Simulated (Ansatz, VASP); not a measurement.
One calculation of Te, two programs

```
CELL_PARAMETERS angstrom
10.50000 0.00000 0.00000
0.00000 11.00000 0.00000
0.00000 0.00000 11.50000
ATOMIC_POSITIONS crystal
Te 0.50000 0.50455 0.50000
```

Alike in both runs: task single point; functional revPBE; dispersion D3(BJ); k mesh 1 × 1 × 1; occupations gaussian, width 0.005 eV; collinear spin.

```csv
,VASP,Ansatz
version,VASP 6.6.1,Ansatz 0.2.0
potentials or method,"VASP PAW PBE potentials, release 64 (Te)","scalar-relativistic, plane waves, PAW"
plane-wave cutoff (eV),400,420
valence electrons in the cell,6,16
```

Ansatz gave:

| Item | Value |
| --- | --- |
| net moment per atom (μB) | 2.00 |
| size of the moment on the site where the two differ most (μB) | 2.00 |

**Question.** Which values does VASP return?

**Answer.** net moment per atom (μB): 2.00; size of the moment on the site where the two differ most (μB): 0.96.

VASP's potentials were made for PBE, not for revPBE. Site moments also hang on the region over which each program counts them. VASP's potentials hold 6 valence electrons a cell and Ansatz's 16, so a difference there can come from the potentials and not from the codes. Ansatz's warnings: stability check not made.

Spin-orbit coupling is off throughout.
